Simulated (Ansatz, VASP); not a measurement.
**Two plane-wave programs on Sc**

```
CELL_PARAMETERS angstrom
0.06421 2.14081 2.27704
2.17337 0.03165 2.30960
2.20502 2.20502 0.00000
ATOMIC_POSITIONS crystal
Sc 0.00000 0.00000 0.00000
```

Alike in both runs: task single point; functional PBE; k mesh 14 × 14 × 14; occupations gaussian, width 0.1 eV; no spin polarisation.

|  | VASP | Ansatz |
| --- | --- | --- |
| version | VASP 6.6.1 | Ansatz 0.2.0 |
| potentials or method | VASP PAW PBE potentials, release 64 (Sc_sv), cutoff 500 eV | scalar-relativistic, plane waves, PAW |
| valence electrons in the cell | 11 | 11 |

```csv
,VASP,Ansatz,Ansatz less VASP
gap on the k mesh at the Fermi level (eV),none,none,-
pressure (GPa),9.4,9.4,-0.04
"traceless stress, the component that is largest in VASP (GPa)",-2.21,-2.19,+0.012
```

A gap of «none» marks a metal or a gap that the smearing closes.
